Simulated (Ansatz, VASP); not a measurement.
# One calculation of Ba, two programs

```
Ba
1.0
    -2.53290    2.53290    2.53290
     2.53290   -2.53290    2.53290
     2.53290    2.53290   -2.53290
Ba
1
Direct
  0.00000 0.00000 0.00000
```

Change from the starting cell: volume scaled by 1.04.

Alike in both runs: task single point; functional PBEsol; k mesh 10 × 10 × 10; occupations fermi-dirac, width 0.05 eV; no spin polarisation.

```csv
,VASP,Ansatz
version,VASP 6.6.1,Ansatz 0.2.0
potentials or method,"VASP PAW PBE potentials, release 64 (Ba_sv), cutoff 520 eV","all-electron LAPW, scalar-relativistic"
```

|  | VASP | Ansatz | Ansatz less VASP |
| --- | --- | --- | --- |
| pressure (GPa) | -0.8 | -0.9 | -0.04 |

VASP's potentials were made for PBE, not for PBEsol. Ansatz ran all-electron here, and VASP with PAW potentials.

Neither program's run includes spin-orbit coupling.
